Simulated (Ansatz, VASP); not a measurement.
## One calculation of B, two programs

The input INCAR:

```
SYSTEM = B
PREC = Accurate
ENCUT = 600
EDIFF = 1E-6
ISMEAR = 0
SIGMA = 0.1
LREAL = .FALSE.
LASPH = .TRUE.
NELM = 60
ALGO = Normal
ISIF = 3
LWAVE = .FALSE.
LCHARG = .FALSE.
GGA = PE
IBRION = 2
NSW = 90
EDIFFG = -0.04
```

The input KPOINTS:

```
Automatic mesh
0
G
  6 6 4
  0 0 0
```

The input POSCAR:

```
B
1.0
    1.7742566044     -2.2875677031      0.0000000000
    1.7742566044      2.2875677031      0.0000000000
   -0.8418267587      0.0000000000      5.2971667853
B
6
Direct
    0.6770275263      0.2812468988      0.8877940855
    0.5092227306      0.0978187788      0.1978093428
    0.2812468988      0.6770275263      0.8877940855
    0.0506051855      0.0506051855      0.3807812897
    0.1339550871      0.1339550871      0.6980257838
    0.0978187788      0.5092227306      0.1978093428
```

Input for Ansatz:

```yaml
crystal:
  lattice:
    - [1.7742566044, -2.2875677031, 0.0]
    - [1.7742566044, 2.2875677031, 0.0]
    - [-0.8418267587, 0.0, 5.2971667853]
  atoms:
    - { symbol: B, position: [0.6770275263, 0.2812468988, 0.8877940855] }
    - { symbol: B, position: [0.5092227306, 0.0978187788, 0.1978093428] }
    - { symbol: B, position: [0.2812468988, 0.6770275263, 0.8877940855] }
    - { symbol: B, position: [0.0506051855, 0.0506051855, 0.3807812897] }
    - { symbol: B, position: [0.1339550871, 0.1339550871, 0.6980257838] }
    - { symbol: B, position: [0.0978187788, 0.5092227306, 0.1978093428] }
basis:
  ecutwfc: 420
kpoints:
  mp_grid: { grid: [6, 6, 4] }
hamiltonian:
  xc: pbe
scf:
  occupations: { method: gaussian, width: 0.1 }
  lower_state_search: "off"
output:
  forces: true
  stress: true
  eigenvalues: true
relax:
  adjacent_minimum: "off"
  f_tol: 0.04
  max_steps: 70
  cell: { stress_tol: 0.4 }
```

Change from the starting cell: the structure that the rattled cell fell into.

Alike in both runs: task relaxation of cell and atoms; functional PBE; k mesh 6 × 6 × 4; occupations gaussian, width 0.1 eV; no spin polarisation.

|  | VASP | Ansatz |
| --- | --- | --- |
| version | VASP 6.6.1 | Ansatz 0.2.0 |
| potentials or method | VASP PAW PBE potentials, release 64 (B), cutoff 600 eV | scalar-relativistic, plane waves, PAW |
| valence electrons in the cell | 18 | 18 |

Ansatz gave:

```
gap on the k mesh at the Fermi level, each at its own relaxed structure (eV) : none
relaxed volume (Å³/atom)                                                     : 7.14
relaxed cell length with the largest relative difference (Å)                 : 5.365
```

Q: Which values does VASP return?

A: gap on the k mesh at the Fermi level, each at its own relaxed structure (eV): none; relaxed volume (Å³/atom): 7.15; relaxed cell length with the largest relative difference (Å): 5.367.

A gap of «none» marks a metal or a gap that the smearing closes.

The k mesh is coarse, so the values compare programs but aren't converged.
